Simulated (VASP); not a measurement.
Crystal: AlCo.

```xyz
2
Lattice="2.8194 0.0000 0.0000 0.0000 2.8194 0.0000 0.0000 0.0000 2.8194" Properties=species:S:1:pos:R:3 pbc="T T T"
Co    1.4097    1.4097    1.4097
Al    0.0000    0.0000    0.0000
```

Base run:

| Property | Result |
| --- | --- |
| Program | VASP 6.6.1 |
| Functional | PBEsol |
| Potentials or basis | VASP PAW PBE potentials, release 64 (Co_sv, Al) |
| Cutoff | 600 eV |
| k mesh | 8 × 8 × 8 |
| Occupations | fermi-dirac, width 0.05 eV |
| Spin | collinear spin, ferromagnetic start |
| Starting moments | [1.5, 0.0] μB |
| Fixed moment | 1.5 μB |

Its results: pressure 11.1 GPa; site moments Co +1.34; Al +0.01 μB.

After a change of settings the same cell gave: pressure 38.4 GPa; site moments Co +2.24; Al +0.12 μB. Which change was it?
A. potentials or basis from VASP PAW PBE potentials, release 64 (Co_sv, Al) to VASP PAW PBE potentials, release 64 (Co, Al); cutoff from 600 eV to 520 eV; further incar settings from ALGO = Normal; EDIFF = 1e-06; NBANDS = 21 to ALGO = Normal; EDIFF = 1e-06; NBANDS = 17; valence electrons from 20 to 12
B. fixed moment from 1.5 μB to 3 μB; moments at the start from [1.5, 0.0] to [3.0, 0.0]
C. fixed moment from 1.5 μB to 2 μB; moments at the start from [1.5, 0.0] to [2.0, 0.0]
D. fixed moment from 1.5 μB to 0.5 μB; moments at the start from [1.5, 0.0] to [0.5, 0.0]

B.

Caveats: the PAW data sets were made with another functional, which shifts forces and pressure a little; the total moment is fixed, so each spin has its own Fermi level.
